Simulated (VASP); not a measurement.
Write the native input for VASP 6.6.1 that does the following.

* Task: single point
* Functional: PBEsol
* Potentials or basis: VASP PAW PBE potentials, release 64 (Ge_d)
* Cutoff: 520 eV
* k mesh: 14 × 14 × 14
* Occupations: gaussian, width 0.15 eV
* Spin: no spin polarisation
* Dipole correction: no
* Further INCAR settings: ALGO = Normal; EDIFF = 1e-06; NBANDS = 21

The structure of Ge lies in POSCAR:

```
Ge
1.0
    0.0212157750      2.8287700000      2.8287700000
    2.8287700000      0.0212157750      2.8287700000
    2.8499857750      2.8499857750      0.0000000000
Ge
2
Direct
    0.5000000000      0.5000000000      0.5000000000
    0.7500000000      0.7500000000      0.7500000000
```

This cell differs from its parent crystal: strain +0.0150 x Voigt [0, 0, 0, 0, 0, 1].

These files were run (other wordings do the same):

INCAR

```
SYSTEM = Ge
  ALGO = Normal
  EDIFF = 1E-6
  ENCUT = 520
  GGA = PS
  ISIF = 2
  ISMEAR = 0
  LASPH = .TRUE.
  LCHARG = .FALSE.
  LREAL = .FALSE.
  LWAVE = .FALSE.
  NBANDS = 21
  NELM = 60
  PREC = Accurate
  SIGMA = 0.15
```

KPOINTS

```
k-points
0
G
  14 14 14
  0 0 0
```

Potentials or basis: VASP PAW PBE potentials, release 64 (Ge_d).

The run is started by

```console
$ cat potpaw_PBE.64/Ge_d/POTCAR > POTCAR
$ mpirun -np 1 vasp_std > vasp.out
```

Results of the run:

The pressure is 0.3 GPa and the largest force is 0.130 eV/Å.

Caveat: the cell differs from its parent crystal (strain +0.0150 x Voigt [0, 0, 0, 0, 0, 1]); the PAW data sets were made with another functional, which shifts forces and pressure a little.

Run time: 3.1 min on 1 thread of AMD EPYC 9R45 96-Core Processor (Zen 5) (shared host), peak memory 0.38 GiB.
